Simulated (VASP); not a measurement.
# Nb (Fd-3m) in VASP: further runs

Nb is run at these levels: BLYP; tasks: single point.

Everything below comes from runs of VASP 6.6.1. Logs are shortened: lines on timing, memory, paths and dates and some standing lists are left out, and cuts for length are marked.

## Step 1: The cell of the first run

The structure is cubic, space group Fd-3m (No. 227). The conventional cell has a = 6.044 Å, b = 6.044 Å, c = 6.044 Å, α = 90.00°, β = 90.00°, γ = 90.00°. Within 3.5 Å of Nb (site symmetry -43m) lie 4 Nb at 2.62 Å.

## Step 2: Single point, BLYP

Contents of INCAR:

```
PREC     = Accurate       # precision mode
ENCUT    = 520            # plane-wave cutoff, eV
EDIFF    = 1E-7           # SCF threshold, eV
ISMEAR   = -1             # smearing method
SIGMA    = 0.1            # smearing width, eV
LREAL    = F              # projectors in reciprocal space
LASPH    = T              # aspherical terms in the spheres
NELM     = 60             # most SCF steps
ALGO     = Normal         # electronic algorithm
ISIF     = 2              # what is computed and relaxed
LWAVE    = F              # write WAVECAR
LCHARG   = F              # write CHGCAR
GGA      = B5             # functional
ALDAX    = 1.0          
AGGAX    = 1.0          
AGGAC    = 1.0          
ALDAC    = 0.0          
NBANDS   = 20             # bands
```

Contents of KPOINTS:

```
Automatic mesh
0
Gamma
  9 9 9
```

Contents of POSCAR:

```
Nb
1.0
    0.0000000000      3.0218381590      3.0218381590
    3.0218381590      0.0000000000      3.0218381590
    3.0218381590      3.0218381590      0.0000000000
Nb
2
Direct
    0.1250000000      0.1250000000      0.1250000000
    0.8750000000      0.8750000000      0.8750000000
```

Potentials or basis: VASP PAW PBE potentials, release 64 (Nb_sv).

Run with:

```console
$ cat potpaw_PBE.64/Nb_sv/POTCAR > POTCAR
$ mpirun -np 1 vasp_std > vasp.out
```

OUTCAR:

```text
PREC = Accurate
   ENCUT = 520
   EDIFF = 1E-7
   ISMEAR = -1
   LREAL = F
   LASPH = T
   NELM = 60
   ISIF = 2
   GGA = B5

 ion  position               nearest neighbor table
   1  0.125  0.125  0.125-   2 2.62   2 2.62   2 2.62   2 2.62
   2  0.875  0.875  0.875-   1 2.62   1 2.62   1 2.62   1 2.62

  LATTYP: Found a face centered cubic cell.
 ALAT       =     6.0436763180

  Lattice vectors:

 A1 = (   0.0000000000,   3.0218381590,   3.0218381590)
 A2 = (   3.0218381590,   0.0000000000,   3.0218381590)
 A3 = (   3.0218381590,   3.0218381590,   0.0000000000)

Analysis of symmetry for initial positions (statically):
=====================================================================
 Subroutine PRICEL returns:
 Original cell was already a primitive cell.

 Routine SETGRP: Setting up the symmetry group for a
 face centered cubic supercell.

 Subroutine GETGRP returns: Found 48 space group operations
 (whereof 12 operations were pure point group operations)
 out of a pool of 48 trial point group operations.

The static configuration has the point symmetry D_3d.
 The point group associated with its full space group is O_h .

Analysis of symmetry for dynamics (positions and initial velocities):
=====================================================================
 Subroutine PRICEL returns:
 Original cell was already a primitive cell.

 Routine SETGRP: Setting up the symmetry group for a
 face centered cubic supercell.

 Subroutine GETGRP returns: Found 48 space group operations
 (whereof 12 operations were pure point group operations)
 out of a pool of 48 trial point group operations.

The dynamic configuration has the point symmetry D_3d.
 The point group associated with its full space group is O_h .

 Subroutine INISYM returns: Found 48 space group operations
 (whereof 12 operations are pure point group operations),
 and found     1 'primitive' translations

----------------------------------------------------------------------------------------

                                     Primitive cell

  volume of cell :      55.1879

  direct lattice vectors                    reciprocal lattice vectors
     0.000000000  3.021838159  3.021838159    -0.165462203  0.165462203  0.165462203
     3.021838159  0.000000000  3.021838159     0.165462203 -0.165462203  0.165462203
     3.021838159  3.021838159  0.000000000     0.165462203  0.165462203 -0.165462203

  length of vectors
     4.273524508  4.273524508  4.273524508     0.286588943  0.286588943  0.286588943

  position of ions in fractional coordinates (direct lattice)
     0.125000000  0.125000000  0.125000000
     0.875000000  0.875000000  0.875000000

  ion indices of the primitive-cell ions
   primitive index   ion index
                 1           1
                 2           2

----------------------------------------------------------------------------------------

 KPOINTS: Automatic mesh

Automatic generation of k-mesh.
 Grid dimensions read from file:
 generate k-points for:    9    9    9

 Generating k-lattice:

  Cartesian coordinates                     Fractional coordinates (reciprocal lattice)
    -0.018384689  0.018384689  0.018384689     0.111111111  0.000000000  0.000000000
     0.018384689 -0.018384689  0.018384689     0.000000000  0.111111111  0.000000000
     0.018384689  0.018384689 -0.018384689     0.000000000  0.000000000  0.111111111

  Length of vectors
     0.031843216  0.031843216  0.031843216

  Shift w.r.t. Gamma in fractional coordinates (k-lattice)
     0.000000000  0.000000000  0.000000000

 Subroutine IBZKPT returns following result:
 ===========================================

 Found     35 irreducible k-points:

 Following reciprocal coordinates:
            Coordinates               Weight
  0.000000  0.000000  0.000000      1.000000
  0.111111  0.000000  0.000000      8.000000
  0.222222  0.000000  0.000000      8.000000
  0.333333  0.000000  0.000000      8.000000
  0.444444  0.000000  0.000000      8.000000
  0.111111  0.111111  0.000000      6.000000
[... 16 lines left out ...]
 -0.333333  0.333333  0.000000     12.000000
  0.444444  0.444444  0.000000      6.000000
 [... further k-points ...]
   k-points           NKPTS =     35   k-points in BZ     NKDIM =     35   number of bands    NBANDS=     20
   number of dos      NEDOS =    301   number of ions     NIONS =      2
   total plane-waves  NPLWV =  32768
   dimension x,y,z NGX =    32 NGY =   32 NGZ =   32
   dimension x,y,z NGXF=    64 NGYF=   64 NGZF=   64
   ions per type =               2
   NGX,Y,Z   is equivalent  to a cutoff of  12.45, 12.45, 12.45 a.u.
   NGXF,Y,Z  is equivalent  to a cutoff of  24.90, 24.90, 24.90 a.u.
 SYSTEM =  unknown system
   PREC   = accura    normal or accurate (medium, high low for compatibility)
   ISTART =      0    job   : 0-new  1-cont  2-samecut
   ICHARG =      2    charge: 1-file 2-atom 10-const
   ISPIN  =      1    spin polarized calculation?
   LNONCOLLINEAR =      F non collinear calculations
   LSORBIT =      F    spin-orbit coupling
   LASPH  =      T    aspherical Exc in radial PAW
   ENCUT  =  520.0 eV  38.22 Ry    6.18 a.u.   7.95  7.95  7.95*2*pi/ulx,y,z
   NELM   =     60;   NELMIN=  2; NELMDL= -5     # of ELM steps
   EDIFF  = 0.1E-06   stopping-criterion for ELM
   LREAL  =      F    real-space projection
   EDIFFG = 0.1E-05   stopping-criterion for IOM
   NSW    =      0    number of steps for IOM
   IBRION =     -1    ionic relax: 0-MD 1-quasi-New 2-CG
   NFREE  =      0    steps in history (QN), initial steepest desc. (CG)
   ISIF   =      2    stress and relaxation
   ISYM   =      2    0-nonsym 1-usesym 2-fastsym
   POTIM  = 0.5000    time-step for ionic-motion
   TEBEG  =    0.0;   TEEND  =   0.0 temperature during run
   PSTRESS=    0.0 pullay stress
   NELECT =      26.0000    total number of electrons
   NUPDOWN=      -1.0000    fix difference up-down
   EMIN   =  10.00;   EMAX   =-10.00  energy-range for DOS
   EFERMI =   0.00;   METHOD = LEGACY
   ISMEAR =    -1;   SIGMA  =   0.10  broadening in eV -4-tet -1-fermi 0-gaus
   EFERMI_NEDOS =   21; number of points for ismear=-14 and -15
   IALGO  =     38    algorithm
   IMIX   =      4    mixing-type and parameters
     AMIX     =   0.40;   BMIX     =  1.00
     AMIX_MAG =   1.60;   BMIX_MAG =  1.00
  volume/ion in A,a.u.               =      27.59       186.21
  Fermi-wavevector in a.u.,A,eV,Ry     =   1.273849  2.407226 22.078068  1.622692
  Thomas-Fermi vector in A             =   2.406650
   LORBIT       =      0    0 simple, 1 ext, 2 COOP (PROOUT), +10 PAW based schemes
   GGA     = B5    functional components
   LHFCALC =     F    Hartree Fock is set to
   AEXX    =    0.0000 exact exchange contribution
   IVDW    =     0    specifies the selected vdW correction
   LEPSILON=     F    determine dielectric tensor
   LRPA    =     F    only Hartree local field effects (RPA)
 non-spin polarized calculation
  energy-cutoff  :      520.00
  volume of cell :       55.19
 maximum number of plane-waves:      1499
   NGX = 15   NGY = 15   NGZ = 15

 number of electron      25.9999997 magnetization

 Free energy of the ion-electron system (eV)
  ---------------------------------------------------
  ext. energy  EPLUGINS =         0.00000000
  ---------------------------------------------------
  free energy    TOTEN  =       -13.64013167 eV

  energy without entropy =      -13.51269251  energy(sigma->0) =      -13.57641209

 E-fermi :   6.5384     XC(G=0):  -9.3726

 val. band max:        6.4948174029   @ k =   0.3333   0.2222   0.0000
 cond. band min:       6.5410752000   @ k =  -0.3333   0.3333   0.0000
 fundamental gap:      0.0462577971
 Fermi energy:         6.5383885462

 k-point     1 :       0.0000    0.0000    0.0000
  band No.  band energies     occupation
      1     -47.7890      2.00000
      2     -47.2412      2.00000
      3     -24.2429      2.00000
      4     -24.2429      2.00000
      5     -24.2429      2.00000
      6     -23.2971      2.00000
[... 12 lines left out ...]
     19      11.3611      0.00000
     20      17.1595      0.00000

 k-point     2 :       0.1111    0.0000    0.0000
  band No.  band energies     occupation
      1     -47.7770      2.00000
      2     -47.2539      2.00000
      3     -24.2572      2.00000
      4     -24.2572      2.00000
      5     -24.2421      2.00000
      6     -23.2984      2.00000
[... 12 lines left out ...]
     19      11.3289      0.00000
     20      16.4695      0.00000

 k-point     3 :       0.2222    0.0000    0.0000
  band No.  band energies     occupation
      1     -47.7438      2.00000
      2     -47.2889      2.00000
      3     -24.2916      2.00000
      4     -24.2916      2.00000
      5     -24.2409      2.00000
      6     -23.3008      2.00000
[... 12 lines left out ...]
     19      11.2117      0.00000
     20      15.2023      0.00000

 k-point     4 :       0.3333    0.0000    0.0000
  band No.  band energies     occupation
      1     -47.6984      2.00000
      2     -47.3363      2.00000
      3     -24.3279      2.00000
      4     -24.3279      2.00000
      5     -24.2407      2.00000
      6     -23.3021      2.00000
[... 12 lines left out ...]
     19      10.9671      0.00000
     20      13.0215      0.00000

 k-point     5 :       0.4444    0.0000    0.0000
  band No.  band energies     occupation
      1     -47.6608      2.00000
      2     -47.3751      2.00000
      3     -24.3503      2.00000
      4     -24.3503      2.00000
      5     -24.2414      2.00000
      6     -23.3020      2.00000
[... 12 lines left out ...]
     19      10.6439      0.00000
     20      11.4937      0.00000
[... 353 lines left out ...]
      6     -23.6095      2.00000
[... 12 lines left out ...]
     19      11.4386      0.00000
     20      12.3468      0.00000

 k-point    22 :      -0.4444    0.3333    0.0000
  band No.  band energies     occupation
      1     -47.5714      2.00000
      2     -47.4664      2.00000
      3     -24.4799      2.00000
      4     -24.4343      2.00000
      5     -23.9063      2.00000
      6     -23.6404      2.00000
[... 12 lines left out ...]
     19      10.9933      0.00000
     20      11.3142      0.00000

 k-point    23 :      -0.3333    0.3333    0.0000
  band No.  band energies     occupation
      1     -47.5872      2.00000
      2     -47.4504      2.00000
      3     -24.4871      2.00000
      4     -24.4091      2.00000
      5     -23.9618      2.00000
      6     -23.5793      2.00000
[... 12 lines left out ...]
     19      11.2979      0.00000
     20      11.5440      0.00000

 k-point    24 :       0.4444    0.4444    0.0000
  band No.  band energies     occupation
      1     -47.5665      2.00000
      2     -47.4714      2.00000
      3     -24.4592      2.00000
      4     -24.4592      2.00000
      5     -23.8598      2.00000
      6     -23.6975      2.00000
[... 12 lines left out ...]
     19      11.5305      0.00000
     20      11.9558      0.00000

 [... further k-points ...]
[... 5 lines left out ...]
  --------------------------------------------------------------------------------------
  -------------------------------------------------------------------------------------
  Total       -0.0075971     -0.0075971     -0.0075971      0.0000000      0.0000000     -0.0000000
  in kB       -0.2205541     -0.2205541     -0.2205541      0.0000000      0.0000000     -0.0000000
  external PRESSURE =      -0.2205541 kB  Pullay stress =       0.0000000 kB

 VOLUME and BASIS-vectors are now :
 -----------------------------------------------------------------------------
  energy-cutoff  :      520.00
  volume of cell :       55.19
      direct lattice vectors                 reciprocal lattice vectors
     0.000000000  3.021838159  3.021838159    -0.165462203  0.165462203  0.165462203
     3.021838159  0.000000000  3.021838159     0.165462203 -0.165462203  0.165462203
     3.021838159  3.021838159  0.000000000     0.165462203  0.165462203 -0.165462203

 POSITION                                       TOTAL-FORCE (eV/Angst)
 -----------------------------------------------------------------------------------
      0.75546      0.75546      0.75546        -0.000000     -0.000000     -0.000000
      5.28822      5.28822      5.28822         0.000000      0.000000      0.000000
 -----------------------------------------------------------------------------------
    total drift:                                0.000000     -0.000000     -0.000000

  FREE ENERGIE OF THE ION-ELECTRON SYSTEM (eV)
  ---------------------------------------------------
  free  energy   TOTEN  =       -13.6401316674 eV

  energy  without entropy=      -13.5126925087  energy(sigma->0) =      -13.57641209
```

It took 55 s on 1 thread of Intel Xeon Platinum 8124M at 3.00GHz (Skylake/Cascade Lake), shared host; peak memory 0.18 GiB.

What came out:

```yaml
Free_energy: -13.6401 eV
Pressure: 0.0 GPa
Band_gap_on_the_k_mesh: zero (band 13 reaches 6.87 eV, above the bottom of band 14 at 5.95 eV)
```

Caveat: the PAW data sets were made with another functional, which shifts forces and pressure a little.

## Step 3: Single point, BLYP (volume scaled by 0.88)

Contents of INCAR:

```
SYSTEM = Nb
PREC = Accurate
ENCUT = 520
EDIFF = 1E-6
ISMEAR = -1
SIGMA = 0.1
LREAL = .False.
LASPH = .True.
NELM = 100
ALGO = Normal
ISIF = 2
LWAVE = .False.
LCHARG = .False.
GGA = B5
ALDAX = 1.0
AGGAX = 1.0
AGGAC = 1.0
ALDAC = 0.0
NBANDS = 20
```

Contents of KPOINTS:

```
regular mesh
0
Gamma
  10 10 10
  0 0 0
```

Contents of POSCAR:

```
Nb
1.0
    0.0000000000      2.8957790720      2.8957790720
    2.8957790720      0.0000000000      2.8957790720
    2.8957790720      2.8957790720      0.0000000000
Nb
2
Direct
    0.1250000000      0.1250000000      0.1250000000
    0.8750000000      0.8750000000      0.8750000000
```

Potentials or basis: VASP PAW PBE potentials, release 64 (Nb_sv).

Run with:

```console
$ cat potpaw_PBE.64/Nb_sv/POTCAR > POTCAR
$ mpirun -np 1 vasp_std > vasp.out
```

Wall time 62 s (1 thread of Intel Xeon Platinum 8124M at 3.00GHz (Skylake/Cascade Lake), shared host); peak memory 0.18 GiB.

It converged, with:

```
Free energy            : -13.4603 eV
Pressure               : 9.4 GPa
Band gap on the k mesh : zero (band 13 reaches 8.56 eV, above the bottom of band 14 at 7.02 eV)
```

Levels at points of the mesh, in eV from the Fermi level:
| k point | band 11 | band 12 | band 13 | band 14 | band 15 | band 16 |
| --- | --- | --- | --- | --- | --- | --- |
| (0.00, 0.00, 0.00) | -1.66 | -0.57 | -0.57 | -0.57 | 1.97 | 1.97 |
| (0.50, 0.00, 0.00) | -1.44 | -1.44 | -0.88 | -0.88 | 0.94 | 3.16 |
| (0.50, 0.50, 0.00) | -0.82 | -0.82 | 0.60 | 0.60 | 1.27 | 1.27 |

Caveat: the PAW data sets were made with another functional, which shifts forces and pressure a little.

## Step 4: Single point, BLYP (volume scaled by 0.92)

Changes to INCAR since step 3:

```diff
@@ -3,3 +3,3 @@
 ENCUT = 520
-EDIFF = 1E-6
+EDIFF = 1E-7
 ISMEAR = -1
@@ -8,3 +8,3 @@
 LASPH = .True.
-NELM = 100
+NELM = 80
 ALGO = Normal
```

Contents of KPOINTS:

```
Automatic mesh
0
Gamma
  10 10 10
  0 0 0
```

Contents of POSCAR:

```
Nb
1.0
    0.0000000000      2.9390060281      2.9390060281
    2.9390060281      0.0000000000      2.9390060281
    2.9390060281      2.9390060281      0.0000000000
Nb
2
Direct
    0.1250000000      0.1250000000      0.1250000000
    0.8750000000      0.8750000000      0.8750000000
```

Run with:

```console
$ cat potpaw_PBE.64/Nb_sv/POTCAR > POTCAR
$ mpirun -np 1 vasp_std > vasp.out
```

Wall time 62 s (1 thread of Intel Xeon Platinum 8124M at 3.00GHz (Skylake/Cascade Lake), shared host); peak memory 0.19 GiB.

The run converged. Its results:

```
Free energy            : -13.5650 eV
Pressure               : 5.7 GPa
Band gap on the k mesh : zero (band 13 reaches 8.00 eV, above the bottom of band 14 at 6.60 eV)
```

Levels at points of the mesh, in eV from the Fermi level:
```
           k point  band 11  band 12  band 13  band 14  band 15  band 16
(0.00, 0.00, 0.00)    -1.51    -0.54    -0.54    -0.54     1.90     1.90
(0.50, 0.00, 0.00)    -1.30    -1.30    -0.80    -0.80     0.83     3.02
(0.50, 0.50, 0.00)    -0.74    -0.74     0.46     0.46     1.28     1.28
```

Caveat: the PAW data sets were made with another functional, which shifts forces and pressure a little.

## Step 5: The runs side by side

| cell | k mesh | gap on the mesh (eV) | pressure (GPa) |
| --- | --- | --- | --- |
| a = 4.274 Å, angles 60.0°, 2 atoms | 9 × 9 × 9 | none | 0.0 |
| a = 4.095 Å, angles 60.0°, 2 atoms | 10 × 10 × 10 | none | 9.4 |
| a = 4.156 Å, angles 60.0°, 2 atoms | 10 × 10 × 10 | none | 5.7 |

Alike in all rows: task single point; level BLYP; potentials or basis VASP PAW PBE potentials, release 64 (Nb_sv); no spin polarisation; cutoff (eV) 520; smearing fermi-dirac 0.1 eV.

Caveats: the PAW data sets were made with another functional, which shifts forces and pressure a little.

Total energies depend on the potentials used, so only differences within one code and one set of settings carry meaning.
